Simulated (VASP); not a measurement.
**Al3B2As: relaxation of cell and atoms with PBE**

Al3B2As:

```
Al B As
1.0
     3.10250    0.00000    0.00000
     0.00000    3.10250    0.00000
     0.00000    0.00000   10.83043
Al B As
3 2 1
Cartesian
  0.0000 0.0000 7.0555
  0.0000 0.0000 3.5672
  1.5513 1.5513 9.2298
  0.0000 0.0000 0.2611
  1.5513 1.5513 5.3207
  1.5513 1.5513 1.6417
```

The cell was generated, and may not be a known phase.

| Item | Value |
| --- | --- |
| Program | VASP 6.6.1 |
| Task | relaxation of cell and atoms |
| Functional | PBE |
| Potentials or basis | VASP PAW PBE potentials, release 64 (Al, B, As) |
| Cutoff | 600 eV |
| k mesh | 6 × 6 × 2 |
| Occupations | gaussian, width 0.1 eV |
| Spin | no spin polarisation |
| Dipole correction | no |
| Further INCAR settings | ALGO = Normal; EDIFF = 1e-06; IBRION = 2; EDIFFG = -0.04; NSW = 90; ISIF = 3 |

| Property | Result |
| --- | --- |
| Relaxed volume | 13.20 Å³/atom |
| Relaxed cell | a = 2.832 Å, b = 2.832 Å, c = 9.874 Å, α = 90.00°, β = 90.00°, γ = 90.00° |
| Space group after relaxing (to 0.1 Å) | P4mm (No. 99) |
| Energy gained by relaxing | 390.0 meV/atom |
| Ionic steps | 16 |
| Pressure after relaxing | 0.0 GPa |
| Largest force after relaxing | 0.015 eV/Å |

Forces on the atoms (eV/Å):
```
Al   0.000  0.000 -0.013
Al   0.000  0.000  0.015
Al   0.000  0.000  0.002
B    0.000  0.000  0.004
B    0.000  0.000  0.008
As   0.000  0.000 -0.015
```

Stress tensor (GPa, compression positive):
```
-0.03  0.00  0.00
 0.00 -0.03  0.00
 0.00  0.00  0.08
```

Step by step:
```
step  energy change (eV)  largest force (eV/Å)  pressure (GPa)  volume (Å³)
   1              0.0000                1.3577          -14.97       104.25
   2             -1.7566                2.1573           -3.54        81.62
   3             -1.8291                2.2527            1.91        77.40
   4             -2.1501                1.0110            3.45        76.10
   5             -2.2014                0.8381            4.96        75.45
   6             -2.2883                0.3570           -1.98        80.21
   7             -2.2921                0.3402           -0.97        79.41
   8             -2.3145                0.2311           -0.72        79.41
   9             -2.3331                0.2192           -0.02        79.40
  10             -2.3340                0.1556           -0.17        79.40
  11             -2.3341                0.1702           -0.14        79.40
  12             -2.3371                0.0818            0.03        79.20
  13             -2.3375                0.1086            0.12        79.10
  14             -2.3393                0.0549            0.07        79.12
  15             -2.3394                0.0401            0.06        79.12
  16             -2.3397                0.0152            0.00        79.21
```

Final structure:
```yaml
crystal:
  lattice:
    - [2.83225, 0.00000, 0.00000]
    - [0.00000, 2.83225, 0.00000]
    - [0.00000, 0.00000, 9.87410]
  atoms:
    - { symbol: Al, position: [0.00000, 0.00000, 0.64253] }
    - { symbol: Al, position: [0.00000, 0.00000, 0.36783] }
    - { symbol: Al, position: [0.50000, 0.50000, 0.85874] }
    - { symbol: B, position: [0.00000, 0.00000, 0.99699] }
    - { symbol: B, position: [0.50000, 0.50000, 0.49665] }
    - { symbol: As, position: [0.50000, 0.50000, 0.13725] }
```

Levels at points of the mesh, in eV from the Fermi level:
| k point | band 8 | band 9 | band 10 | band 11 | band 12 | band 13 |
| --- | --- | --- | --- | --- | --- | --- |
| (0.00, 0.00, 0.00) | 0.71 | 0.74 | 2.02 | 2.02 | 4.41 | 5.32 |
| (0.50, 0.00, 0.00) | -2.55 | -2.34 | -1.90 | 2.60 | 3.70 | 3.86 |
| (0.50, 0.50, 0.00) | -2.04 | -2.04 | -1.97 | -1.53 | -1.16 | 0.07 |
| (0.00, 0.00, 0.50) | 0.72 | 2.01 | 2.01 | 2.90 | 4.41 | 5.18 |
| (0.50, 0.00, 0.50) | -3.71 | -0.81 | 0.10 | 0.67 | 1.71 | 3.70 |
| (0.50, 0.50, 0.50) | -1.82 | -1.60 | -1.60 | -1.60 | -0.67 | -0.65 |

Wall time 2.5 min on 1 thread of Intel(R) Xeon(R) 6975P-C (Granite Rapids), with other jobs on the host, peak memory 0.29 GiB.

Caveat: the volume moved by over 15 % at a fixed basis, so the end points are rough; the highest band is partly filled, so the run has too few bands.
